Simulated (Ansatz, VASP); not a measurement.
# Two plane-wave programs on MgAs2C

The input INCAR:

```
SYSTEM = MgAs2C
ALGO     = Normal         ! electronic algorithm
EDIFF    = 1E-6           ! SCF threshold, eV
ENCUT    = 840            ! plane-wave cutoff, eV
GGA      = PE             ! functional
GGA_COMPAT= .False.      
ISIF     = 2              ! what is computed and relaxed
ISMEAR   = -1             ! smearing method
LASPH    = .True.         ! aspherical terms in the spheres
LCHARG   = .False.        ! write CHGCAR
LREAL    = .False.        ! projectors in reciprocal space
LWAVE    = .False.        ! write WAVECAR
NBANDS   = 30             ! bands
NELM     = 120            ! most SCF steps
PREC     = Accurate       ! precision mode
SIGMA    = 0.02           ! smearing width, eV
```

File KPOINTS:

```
k-points
0
Gamma
  6 6 2
  0 0 0
```

File POSCAR:

```
MgAs2C
1.0
    3.0514594815      0.0000000000      0.0000000000
    0.0000000000      3.0514594815      0.0000000000
    0.0000000000      0.0000000000      7.8321633408
Mg As C
1 2 1
Direct
    0.0000000000      0.0000000000      0.0000000000
    0.0000000000      0.5000000000      0.3377466640
    0.5000000000      0.0000000000      0.6622533360
    0.5000000000      0.5000000000      0.5000000000
```

Input for Ansatz:

```yaml
crystal:
  lattice:
    - [3.0514594815, 0.0, 0.0]
    - [0.0, 3.0514594815, 0.0]
    - [0.0, 0.0, 7.8321633408]
  atoms:
    - { symbol: Mg, position: [0.0, 0.0, 0.0] }
    - { symbol: As, position: [0.0, 0.5, 0.337746664] }
    - { symbol: C, position: [0.5, 0.5, 0.5] }
    - { symbol: As, position: [0.5, 0.0, 0.662253336] }
kpoints:
  mp_grid: { grid: [6, 6, 2] }
hamiltonian:
  xc: pbe
scf:
  occupations: { method: fermi_dirac, width: 0.02 }
  n_extra_bands: 5
output:
  forces: true
  stress: true
  eigenvalues: true
```

Alike in both runs: task single point; functional PBE; k mesh 6 × 6 × 2; occupations fermi-dirac, width 0.02 eV; no spin polarisation.

|  | VASP | Ansatz |
| --- | --- | --- |
| version | VASP 6.6.1 | Ansatz 0.2.0 |
| potentials or method | VASP PAW PBE potentials, release 64 (Mg_sv, As_d, C) | plane waves, PAW |
| plane-wave cutoff (eV) | 840 | 420 |
| valence electrons in the cell | 44 | 44 |

VASP gave:

* pressure (GPa): 2.3
* rms of the force components (eV/Å): 0.098

Q: Estimate Ansatz's values.

A: Pressure (GPa): 2.5; rms of the force components (eV/Å): 0.105.

With one functional, cell and mesh, what is left measures potentials, basis and numerics.

The k mesh is coarse, so the values compare programs but aren't converged.
